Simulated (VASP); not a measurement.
Set up this calculation in VASP 6.6.1, as the native input.

* Task: single point
* Functional: PBE
* Potentials or basis: VASP PAW PBE potentials, release 64 (Te)
* Cutoff: 520 eV
* k mesh: 7 × 7 × 5
* Occupations: fermi-dirac, width 0.05 eV
* Spin: no spin polarisation
* Dipole correction: no
* Further INCAR settings: ALGO = Normal; EDIFF = 1e-07; NBANDS = 16

The structure of Te lies in POSCAR:

```
Te
1.0
    4.4469300000      0.0000000000      0.0000000000
   -2.2234650000      3.8511543489      0.0000000000
    0.0000000000      0.0000000000      5.9149200000
Te
3
Direct
    0.7310000000      0.7310000000      0.5000000000
    0.0000000000      0.2690000000      0.8333333333
    0.2690000000      0.0000000000      0.1666666667
```

These files were run (other wordings do the same):

INCAR

```
SYSTEM = Te
PREC = Accurate ; ENCUT = 520
EDIFF = 1E-7 ; ISMEAR = -1
SIGMA = 0.05 ; LREAL = .FALSE.
LASPH = .TRUE. ; NELM = 60
ALGO = Normal ; ISIF = 2
LWAVE = .FALSE. ; LCHARG = .FALSE.
GGA = PE ; NBANDS = 16
```

KPOINTS

```
Automatic mesh
0
G
  7 7 5
  0 0 0
```

Potentials or basis: VASP PAW PBE potentials, release 64 (Te).

The run is started by

```console
$ cat potpaw_PBE.64/Te/POTCAR > POTCAR
$ mpirun -np 1 vasp_std > vasp.out
```

Results of the run:

```yaml
Pressure: 1.7 GPa
Largest_force: 0.185 eV/Å
Band_gap_on_the_k_mesh: 0.63 eV (least direct gap 0.79 eV)
```

Caveat: spin-orbit coupling is left out, which moves the levels of the heavy elements.

Run time: 41 s on 1 thread of Intel(R) Xeon(R) Platinum 8488C (Sapphire Rapids), with other jobs on the host, peak memory 0.24 GiB.
